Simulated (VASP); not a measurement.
Crystal: WSe2.

```xyz
3
Lattice="3.4683 0.0000 0.0000 -1.7342 3.0037 0.0000 0.0000 0.0000 7.5571" Properties=species:S:1:pos:R:3 pbc="T T T"
W     0.0000    0.0000    0.0000
Se    0.0000    2.0024    1.6117
Se    0.0000    2.0024    5.9455
```

This cell differs from its parent crystal: strain +5.2%.

Base run:

```yaml
Program: VASP 6.6.1
Functional: r2SCAN
Potentials_or_basis: VASP PAW PBE potentials, release 64 (W_sv, Se)
Cutoff: 520 eV
k_mesh: 12 × 12 × 4
Occupations: gaussian, width 0.01 eV
Spin: no spin polarisation
```

Its results: band gap on the k mesh 0.72 eV (least direct gap 1.15 eV); pressure -5.2 GPa; largest force 0.022 eV/Å.

Task: The run is repeated on the same cell with these changes: functional from r2SCAN to PBE; occupations from gaussian, width 0.01 eV to fermi-dirac, width 0.02 eV. What comes out?

Result: Band gap on the k mesh 0.65 eV (least direct gap 1.06 eV); pressure -3.5 GPa; largest force 0.291 eV/Å.

Caveats: the cell stands under tension; spin-orbit coupling is left out, which moves the levels of the heavy elements; the PAW data sets were made with another functional, which shifts forces and pressure a little (at least some runs); this functional lacks dispersion, which binds the layers, so the pressure and a relaxed spacing across them are unreliable (at least some runs).

A k mesh can miss the band edges.
